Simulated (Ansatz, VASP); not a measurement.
# KF in VASP and in Ansatz

```xyz
2
Lattice="0.0000 2.7105 2.3040 2.6631 0.0000 2.3040 2.6631 2.7105 0.0000" Properties=species:S:1:pos:R:3 pbc="T T T"
K     0.0000    0.0000    0.0000
F     2.6631    2.7105    2.3040
```

Change from the starting cell: normal strain along x -0.0175, normal strain along z -0.1500.

Alike in both runs: task single point; functional PBE; k mesh 8 × 8 × 8; occupations gaussian, width 0.05 eV; no spin polarisation.

|  | VASP | Ansatz |
| --- | --- | --- |
| version | VASP 6.6.1 | Ansatz 0.2.0 |
| potentials or method | VASP PAW PBE potentials, release 64 (K_sv, F), cutoff 520 eV | scalar-relativistic, plane waves, PAW |
| valence electrons in the cell | 16 | 16 |

Ansatz gave:

- gap on the k mesh at the Fermi level (eV): 6.29
- least direct gap on the mesh (eV): 6.33
- pressure (GPa): 11.7
- traceless stress, the component that is largest in VASP (GPa): 15.68

Problem. What did VASP give for the same quantities?

Solution. gap on the k mesh at the Fermi level (eV): 6.27; least direct gap on the mesh (eV): 6.30; pressure (GPa): 12.1; traceless stress, the component that is largest in VASP (GPa): 16.28.
